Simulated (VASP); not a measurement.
Set up this calculation in VASP 6.6.1, as the native input.

```
Task                   : single point
Functional             : PBE
Dispersion             : D3(BJ)
Potentials or basis    : VASP PAW PBE potentials, release 64 (Se)
Cutoff                 : 520 eV
k mesh                 : 9 × 9 × 8
Occupations            : gaussian, width 0.05 eV
Spin                   : no spin polarisation
Dipole correction      : no
Further INCAR settings : ALGO = Normal; EDIFF = 1e-07; NBANDS = 16
```

The structure of Se lies in POSCAR:

```
Se
1.0
    4.0025012891      0.0000000000      0.0000000000
   -2.0012506446      3.4662677951      0.0000000000
    0.0000000000      0.0000000000      5.2973104561
Se
3
Direct
    0.2166185459      0.0000000000      0.3333333333
    0.0000000000      0.2166185459      0.6666666667
    0.7833814541      0.7833814541      0.0000000000
```

This cell differs from its parent crystal: c/a of the conventional cell at fixed volume 1.3235.

The input as run:

INCAR

```
  PREC = Accurate
  ENCUT = 520
  EDIFF = 1E-7
  ISMEAR = 0
  SIGMA = 0.05
  LREAL = False
  LASPH = True
  NELM = 60
  ALGO = Normal
  ISIF = 2
  LWAVE = False
  LCHARG = False
  GGA = PE
  IVDW = 12
  NBANDS = 16
```

KPOINTS

```
Automatic mesh
0
Gamma
  9 9 8
```

Potentials or basis: VASP PAW PBE potentials, release 64 (Se).

Command:

```console
$ cat potpaw_PBE.64/Se/POTCAR > POTCAR
$ mpirun -np 1 vasp_std > vasp.out
```

It gave:

The pressure is 6.0 GPa, the largest force is 1.737 eV/Å and the band gap on the k mesh is zero (filled and empty bands touch). The dispersion energy per atom is -0.356 eV.

Caveat: pairwise dispersion overbinds metals, which lowers pressure and volume; forces of over 1 eV/Å act on the atoms, so gaps and moduli don't describe the material at rest.

Run time: 36 s on 1 thread of AMD EPYC 9R45 96-Core Processor (Zen 5) (shared host), peak memory 0.2 GiB.
